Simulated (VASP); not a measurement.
# CrPb7S8 (Fm-3m) in VASP: single point with PBEsol+U

Aim: the single point of CrPb7S8 with PBEsol+U.

Everything below comes from runs of VASP 6.6.1. Logs are shortened: lines on timing, memory, paths and dates and some standing lists are left out, and cuts for length are marked.

### Step 1. The cell of the first run

The structure is cubic, space group Fm-3m (No. 225). Conventional cell: a = 11.847 Å, b = 11.847 Å, c = 11.847 Å, α = 90.00°, β = 90.00°, γ = 90.00°. Within 3.7 Å of Cr (site symmetry m-3m) lie 6 S at 2.81 Å. Within 3.9 Å of Pb (site symmetry mmm) lie 6 S at 2.96 to 2.97 Å. Within 4.2 Å of Pb (site symmetry m-3m) lie 6 S at 3.12 Å and 12 Pb at 4.19 Å. S (site symmetry -43m) has 6 Pb at 2.96 Å within 3.9 Å. S (site symmetry 4mm) has 1 Cr at 2.81 Å and 5 Pb at 2.97 to 3.12 Å within 3.7 Å.

### Step 2. Single point, PBEsol+U

The input, INCAR:

```
PREC = Accurate
ENCUT = 520
EDIFF = 1E-7
ISMEAR = 0
SIGMA = 0.05
LREAL = Auto
LASPH = T
NELM = 150
ALGO = Normal
ISIF = 2
LWAVE = F
LCHARG = F
LMAXMIX = 4
LDAU = T
LDAUTYPE = 2
LDAUL = 2 -1 -1
LDAUU = 3 0 0
LDAUJ = 0 0 0
LDAUPRINT = 1
GGA = PS
NBANDS = 93
```

The input, KPOINTS:

```
regular mesh
0
Gamma
  3 3 3
```

The input, POSCAR:

```
CrPb7S8
1.0
    0.0000000000      5.9237000000      5.9237000000
    5.9237000000      0.0000000000      5.9237000000
    5.9237000000      5.9237000000      0.0000000000
Cr Pb S
1 7 8
Direct
    0.0000000000      0.0000000000      1.0000000000
    0.0000000000      0.0000000000      0.5000000000
    0.0000000000      0.5000000000      0.0000000000
    0.0000000000      0.5000000000      0.5000000000
    0.5000000000      0.0000000000      0.0000000000
    0.5000000000      0.0000000000      0.5000000000
    0.5000000000      0.5000000000      0.0000000000
    0.5000000000      0.5000000000      0.5000000000
    0.2500000000      0.2500000000      0.2500000000
    0.2368516804      0.2368516804      0.7631483196
    0.2368516804      0.7631483196      0.2368516804
    0.2368516804      0.7631483196      0.7631483196
    0.7631483196      0.2368516804      0.2368516804
    0.7631483196      0.2368516804      0.7631483196
    0.7631483196      0.7631483196      0.2368516804
    0.7500000000      0.7500000000      0.7500000000
```

Potentials or basis: VASP PAW PBE potentials, release 64 (Cr_pv, Pb_d, S).

Started as:

```sh
$ cat potpaw_PBE.64/Cr_pv/POTCAR potpaw_PBE.64/Pb_d/POTCAR potpaw_PBE.64/S/POTCAR > POTCAR
$ mpirun -np 1 vasp_std > vasp.out
```

OUTCAR:

```text
PREC = Accurate
   ENCUT = 520
   EDIFF = 1E-7
   ISMEAR = 0
   LREAL = Auto
   LASPH = T
   NELM = 150
   ISIF = 2
   GGA = PS

 ion  position               nearest neighbor table
   1  0.000  0.000  0.000-  10 2.81  11 2.81  12 2.81  13 2.81  14 2.81  15 2.81
   2  0.000  0.000  0.500-   9 2.96  16 2.96  12 2.97  13 2.97  14 2.97  11 2.97
   3  0.000  0.500  0.000-   9 2.96  16 2.96  12 2.97  13 2.97  15 2.97  10 2.97
   4  0.000  0.500  0.500-   9 2.96  16 2.96  11 2.97  14 2.97  15 2.97  10 2.97
   5  0.500  0.000  0.000-   9 2.96  16 2.96  11 2.97  14 2.97  15 2.97  10 2.97
   6  0.500  0.000  0.500-   9 2.96  16 2.96  12 2.97  13 2.97  15 2.97  10 2.97
[... 8 lines left out ...]
  15  0.763  0.763  0.237-   1 2.81   3 2.97   4 2.97   5 2.97   6 2.97   8 3.12
  16  0.750  0.750  0.750-   2 2.96   3 2.96   4 2.96   5 2.96   6 2.96   7 2.96

  LATTYP: Found a face centered cubic cell.
 ALAT       =    11.8474000000

  Lattice vectors:

 A1 = (   0.0000000000,   5.9237000000,   5.9237000000)
 A2 = (   5.9237000000,   0.0000000000,   5.9237000000)
 A3 = (   5.9237000000,   5.9237000000,   0.0000000000)

Analysis of symmetry for initial positions (statically):
=====================================================================
 Subroutine PRICEL returns:
 Original cell was already a primitive cell.

 Routine SETGRP: Setting up the symmetry group for a
 face centered cubic supercell.

 Subroutine GETGRP returns: Found 48 space group operations
 (whereof 48 operations were pure point group operations)
 out of a pool of 48 trial point group operations.

The static configuration has the point symmetry O_h .

Analysis of symmetry for dynamics (positions and initial velocities):
=====================================================================
 Subroutine PRICEL returns:
 Original cell was already a primitive cell.

 Routine SETGRP: Setting up the symmetry group for a
 face centered cubic supercell.

 Subroutine GETGRP returns: Found 48 space group operations
 (whereof 48 operations were pure point group operations)
 out of a pool of 48 trial point group operations.

The dynamic configuration has the point symmetry O_h .

 Subroutine INISYM returns: Found 48 space group operations
 (whereof 48 operations are pure point group operations),
 and found     1 'primitive' translations

----------------------------------------------------------------------------------------

                                     Primitive cell

  volume of cell :     415.7279

  direct lattice vectors                    reciprocal lattice vectors
     0.000000000  5.923700000  5.923700000    -0.084406705  0.084406705  0.084406705
     5.923700000  0.000000000  5.923700000     0.084406705 -0.084406705  0.084406705
     5.923700000  5.923700000  0.000000000     0.084406705  0.084406705 -0.084406705

  length of vectors
     8.377376879  8.377376879  8.377376879     0.146196702  0.146196702  0.146196702

  position of ions in fractional coordinates (direct lattice)
     0.000000000  0.000000000  0.000000000
     0.000000000  0.000000000  0.500000000
     0.000000000  0.500000000  0.000000000
     0.000000000  0.500000000  0.500000000
     0.500000000  0.000000000  0.000000000
     0.500000000  0.000000000  0.500000000
[... 8 lines left out ...]
     0.763148320  0.763148320  0.236851680
     0.750000000  0.750000000  0.750000000

  ion indices of the primitive-cell ions
   primitive index   ion index
                 1           1
                 2           2
                 3           3
                 4           4
                 5           5
                 6           6
[... 53 lines left out ...]
   ISTART =      0    job   : 0-new  1-cont  2-samecut
   ICHARG =      2    charge: 1-file 2-atom 10-const
   ISPIN  =      1    spin polarized calculation?
   LNONCOLLINEAR =      F non collinear calculations
   LSORBIT =      F    spin-orbit coupling
   LASPH  =      T    aspherical Exc in radial PAW
   ENCUT  =  520.0 eV  38.22 Ry    6.18 a.u.  15.58 15.58 15.58*2*pi/ulx,y,z
   NELM   =    150;   NELMIN=  2; NELMDL= -5     # of ELM steps
   EDIFF  = 0.1E-06   stopping-criterion for ELM
   LREAL  =      T    real-space projection
   EDIFFG = 0.1E-05   stopping-criterion for IOM
   NSW    =      0    number of steps for IOM
   IBRION =     -1    ionic relax: 0-MD 1-quasi-New 2-CG
   NFREE  =      0    steps in history (QN), initial steepest desc. (CG)
   ISIF   =      2    stress and relaxation
   ISYM   =      2    0-nonsym 1-usesym 2-fastsym
   POTIM  = 0.5000    time-step for ionic-motion
   TEBEG  =    0.0;   TEEND  =   0.0 temperature during run
   PSTRESS=    0.0 pullay stress
   NELECT =     158.0000    total number of electrons
   NUPDOWN=      -1.0000    fix difference up-down
   EMIN   =  10.00;   EMAX   =-10.00  energy-range for DOS
   EFERMI =   0.00;   METHOD = LEGACY
   ISMEAR =     0;   SIGMA  =   0.05  broadening in eV -4-tet -1-fermi 0-gaus
   EFERMI_NEDOS =   21; number of points for ismear=-14 and -15
   IALGO  =     38    algorithm
   IMIX   =      4    mixing-type and parameters
     AMIX     =   0.40;   BMIX     =  1.00
     AMIX_MAG =   1.60;   BMIX_MAG =  1.00
  volume/ion in A,a.u.               =      25.98       175.34
  Fermi-wavevector in a.u.,A,eV,Ry     =   1.185835  2.240903 19.132565  1.406204
  Thomas-Fermi vector in A             =   2.322020
   LORBIT       =      0    0 simple, 1 ext, 2 COOP (PROOUT), +10 PAW based schemes
 LDA+U is selected, type is set to LDAUTYPE =  2
   angular momentum for each species LDAUL =     2   -1   -1
   U (eV)           for each species LDAUU =   3.0  0.0  0.0
   J (eV)           for each species LDAUJ =   0.0  0.0  0.0
   GGA     = PS    functional components
   LHFCALC =     F    Hartree Fock is set to
   AEXX    =    0.0000 exact exchange contribution
   IVDW    =     0    specifies the selected vdW correction
   LEPSILON=     F    determine dielectric tensor
   LRPA    =     F    only Hartree local field effects (RPA)
 non-spin polarized calculation
 Gauss-broadening in eV      SIGMA  =   0.05
  energy-cutoff  :      520.00
  volume of cell :      415.73
 maximum number of plane-waves:     11206
 NGX is ok and might be reduce to    64
   NGX = 31   NGY = 31   NGZ = 31

atom =   1  type =  1  l = 2

 onsite density matrix

spin component  1

  0.6194  0.0000  0.0000 -0.0000  0.0000
  0.0000  0.6194  0.0000 -0.0000 -0.0000
  0.0000  0.0000  0.0867  0.0000 -0.0000
 -0.0000 -0.0000  0.0000  0.6194 -0.0000
  0.0000 -0.0000 -0.0000 -0.0000  0.0867

spin component  2

  0.6194  0.0000  0.0000 -0.0000  0.0000
  0.0000  0.6194  0.0000 -0.0000 -0.0000
  0.0000  0.0000  0.0867  0.0000 -0.0000
 -0.0000 -0.0000  0.0000  0.6194 -0.0000
  0.0000 -0.0000 -0.0000 -0.0000  0.0867

 occupancies and eigenvectors

  o =  0.0867  v =  0.0000 -0.0000  0.0888  0.0000  0.9960  0.0000  0.0000  0.0000  0.0000  0.0000      0.0000  0.0000  0.0000  0.0000  0.0000  0.0000  0.0000  0.0000  0.0000  0.0000
  o =  0.0867  v =  0.0000  0.0000  0.0000  0.0000  0.0000  0.0000 -0.0000  0.0888  0.0000  0.9960      0.0000  0.0000  0.0000  0.0000  0.0000  0.0000  0.0000  0.0000  0.0000  0.0000
  o =  0.0867  v =  0.0000  0.0000  0.9960  0.0000 -0.0888  0.0000  0.0000  0.0000  0.0000  0.0000      0.0000  0.0000  0.0000  0.0000  0.0000  0.0000  0.0000  0.0000  0.0000  0.0000
  o =  0.0867  v =  0.0000  0.0000  0.0000  0.0000  0.0000  0.0000  0.0000  0.9960  0.0000 -0.0888      0.0000  0.0000  0.0000  0.0000  0.0000  0.0000  0.0000  0.0000  0.0000  0.0000
  o =  0.6194  v =  0.0000  0.0000  0.0000  0.0000  0.0000  0.0000 -0.1088  0.0000 -0.9941 -0.0000      0.0000  0.0000  0.0000  0.0000  0.0000  0.0000  0.0000  0.0000  0.0000  0.0000
  o =  0.6194  v =  0.0000 -0.1088  0.0000 -0.9941 -0.0000  0.0000  0.0000  0.0000  0.0000  0.0000      0.0000  0.0000  0.0000  0.0000  0.0000  0.0000  0.0000  0.0000  0.0000  0.0000
  o =  0.6194  v =  0.0000 -0.9941 -0.0000  0.1088 -0.0000  0.0000  0.0000  0.0000  0.0000  0.0000      0.0000  0.0000  0.0000  0.0000  0.0000  0.0000  0.0000  0.0000  0.0000  0.0000
  o =  0.6194  v =  0.0000  0.0000  0.0000  0.0000  0.0000  0.0000 -0.9941 -0.0000  0.1088 -0.0000      0.0000  0.0000  0.0000  0.0000  0.0000  0.0000  0.0000  0.0000  0.0000  0.0000
  o =  0.6194  v =  1.0000  0.0000  0.0000  0.0000  0.0000  0.0000  0.0000  0.0000  0.0000  0.0000      0.0000  0.0000  0.0000  0.0000  0.0000  0.0000  0.0000  0.0000  0.0000  0.0000
  o =  0.6194  v =  0.0000  0.0000  0.0000  0.0000  0.0000  1.0000  0.0000  0.0000  0.0000  0.0000      0.0000  0.0000  0.0000  0.0000  0.0000  0.0000  0.0000  0.0000  0.0000  0.0000

 number of electron     157.9999977 magnetization

 Free energy of the ion-electron system (eV)
  ---------------------------------------------------
  ext. energy  EPLUGINS =         0.00000000
  ---------------------------------------------------
  free energy    TOTEN  =       -74.80017903 eV

  energy without entropy =      -74.74269832  energy(sigma->0) =      -74.77143867

 E-fermi :   5.6682     XC(G=0):  -9.8178

 val. band max:        5.6603839129   @ k =  -0.3333   0.3333   0.0000
 cond. band min:       5.6796508448   @ k =   0.0000   0.0000   0.0000
 fundamental gap:      0.0192669319
 Fermi energy:         5.6682135115

 k-point     1 :       0.0000    0.0000    0.0000
  band No.  band energies     occupation
      1     -36.9856      2.00000
      2     -36.9856      2.00000
      3     -36.9856      2.00000
      4     -11.9977      2.00000
      5     -11.9977      2.00000
      6     -11.9855      2.00000
[... 365 lines left out ...]
     90       8.0113      0.00000
     91       8.3349      0.00000
 [bands above 91 left out]

------------------------ aborting loop because EDIFF is reached ----------------------------------------

  FORCE on cell =-STRESS in cart. coord.  units (eV):
  Direction    XX          YY          ZZ          XY          YZ          ZX
  --------------------------------------------------------------------------------------
  -------------------------------------------------------------------------------------
  Total      -10.7959208    -10.7959208    -10.7959208     -0.0000000      0.0000000     -0.0000000
  in kB      -41.6064926    -41.6064926    -41.6064926     -0.0000000      0.0000000     -0.0000000
  external PRESSURE =     -41.6064926 kB  Pullay stress =       0.0000000 kB

 VOLUME and BASIS-vectors are now :
 -----------------------------------------------------------------------------
  energy-cutoff  :      520.00
  volume of cell :      415.73
      direct lattice vectors                 reciprocal lattice vectors
     0.000000000  5.923700000  5.923700000    -0.084406705  0.084406705  0.084406705
     5.923700000  0.000000000  5.923700000     0.084406705 -0.084406705  0.084406705
     5.923700000  5.923700000  0.000000000     0.084406705  0.084406705 -0.084406705

 POSITION                                       TOTAL-FORCE (eV/Angst)
 -----------------------------------------------------------------------------------
      0.00000      0.00000      0.00000         0.000000     -0.000000     -0.000000
      2.96185      2.96185      0.00000         0.000000     -0.000000     -0.000000
      2.96185      0.00000      2.96185         0.000000      0.000000     -0.000000
      5.92370      2.96185      2.96185         0.000000     -0.000000     -0.000000
      0.00000      2.96185      2.96185         0.000000     -0.000000     -0.000000
      2.96185      5.92370      2.96185        -0.000000      0.000000     -0.000000
[... 8 lines left out ...]
      5.92370      5.92370      9.04132         0.000000      0.000000      0.358047
      8.88555      8.88555      8.88555        -0.000000     -0.000000     -0.000000
 -----------------------------------------------------------------------------------
    total drift:                                0.000000      0.000000      0.000000

  FREE ENERGIE OF THE ION-ELECTRON SYSTEM (eV)
  ---------------------------------------------------
  free  energy   TOTEN  =       -74.8001790319 eV

  energy  without entropy=      -74.7426983177  energy(sigma->0) =      -74.77143867
```

Wall time 11 min (1 thread of Intel Xeon Platinum 8259CL at 2.50GHz (Skylake/Cascade Lake), shared host); peak memory 0.6 GiB.

Results:

| Item | Value |
| --- | --- |
| Free energy | -74.8002 eV |
| Pressure | -4.2 GPa |
| Largest force | 0.358 eV/Å |
| Band gap on the k mesh | zero (bands 79 and 80 overlap by 0.22 eV) |

Forces in eV/Å, atoms in the order of the input:
```
Cr   0.000  0.000  0.000
Pb   0.000  0.000  0.000
Pb   0.000  0.000  0.000
Pb   0.000  0.000  0.000
Pb   0.000  0.000  0.000
Pb   0.000  0.000  0.000
Pb   0.000  0.000  0.000
Pb   0.000  0.000  0.000
S    0.000  0.000  0.000
S    0.000  0.000 -0.358
S    0.000 -0.358  0.000
S    0.358  0.000  0.000
S   -0.358  0.000  0.000
S    0.000  0.358  0.000
S    0.000  0.000  0.358
S    0.000  0.000  0.000
```

Eigenvalues of the final occupation matrices:
```tsv
site	spin	trace	eigenvalues
site 1 d	1	2.03	0.09 0.09 0.62 0.62 0.62
site 1 d	2	2.03	0.09 0.09 0.62 0.62 0.62
```

Caveat: the cell stands under tension; the PAW data sets were made with another functional, which shifts forces and pressure a little; spin-orbit coupling is left out, which moves the levels of the heavy elements; the run has no spin polarisation, though such a crystal can be magnetic; U without spin polarisation on a metal has little footing. Spin polarisation is off, so any magnetic state and its effect on volume and gap are missing.
